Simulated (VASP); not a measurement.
A run of VASP 6.6.1 is set up as follows.

Contents of INCAR:

```
SYSTEM = Zr2N
ALGO = Normal
EDIFF = 1E-6
ENCUT = 520
GGA = PS
ISIF = 2
ISMEAR = 0
LASPH = .TRUE.
LCHARG = .FALSE.
LREAL = .FALSE.
LWAVE = .FALSE.
NBANDS = 38
NELM = 80
PREC = Accurate
SIGMA = 0.1
```

KPOINTS

```
k-points
0
G
  8 8 10
  0 0 0
```

Contents of POSCAR:

```
Zr2N
1.0
    5.3700487857      0.0000000000      0.0000000000
    0.0000000000      5.3700487857      0.0000000000
    0.0000000000      0.0000000000      3.2726229792
Zr N
4 2
Direct
    0.2962523363      0.2962523363      0.0000000000
    0.7037476637      0.7037476637      0.0000000000
    0.7962523363      0.2037476637      0.5000000000
    0.2037476637      0.7962523363      0.5000000000
    0.0000000000      0.0000000000      0.0000000000
    0.5000000000      0.5000000000      0.5000000000
```

Potentials or basis: VASP PAW PBE potentials, release 64 (Zr_sv, N).

The run is started by

```console
$ cat potpaw_PBE.64/Zr_sv/POTCAR potpaw_PBE.64/N/POTCAR > POTCAR
$ mpirun -np 1 vasp_std > vasp.out
```

Estimate the band gap on the k mesh.

zero (bands 29 and 30 overlap by 2.59 eV).

What does it give for the pressure?

0.2 GPa.

Estimate the largest force.

0.006 eV/Å.

Forces on the atoms (eV/Å):
```
Zr  -0.004 -0.004  0.000
Zr   0.004  0.004  0.000
Zr  -0.004  0.004  0.000
Zr   0.004 -0.004  0.000
N    0.000  0.000  0.000
N    0.000  0.000  0.000
```

Caveat: the PAW data sets were made with another functional, which shifts forces and pressure a little.
